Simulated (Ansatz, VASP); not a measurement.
# Co in VASP and in Ansatz

```xyz
2
Lattice="2.5190 0.0000 0.0000 -1.2595 2.1815 0.0000 0.0000 0.0000 4.0910" Properties=species:S:1:pos:R:3 pbc="T T T"
Co    0.0000    1.4543    1.0228
Co    1.2595    0.7272    3.0682
```

Alike in both runs: task single point; functional LDA; k mesh 19 × 19 × 10; occupations fermi-dirac, width 0.08 eV; collinear spin.

|  | VASP | Ansatz |
| --- | --- | --- |
| version | VASP 6.6.1 | Ansatz 0.2.0 |
| potentials or method | VASP PAW LDA potentials, release 64 (Co), cutoff 520 eV | all-electron LAPW, scalar-relativistic |

|  | VASP | Ansatz | Ansatz less VASP |
| --- | --- | --- | --- |
| pressure (GPa) | -24.4 | -23.9 | +0.52 |
| traceless stress, the component that is largest in VASP (GPa) | -1.03 | -0.94 | +0.085 |
| net moment per atom (μB) | 1.57 | 1.60 | +0.031 |
| size of the moment on the site where the two differ most (μB) | 1.58 | 1.64 | +0.063 |

LDA's correlation is that of Perdew and Zunger in VASP and of Perdew and Wang (1992) in Ansatz. Site moments also hang on the region over which each program counts them. Ansatz ran all-electron here, and VASP with PAW potentials.
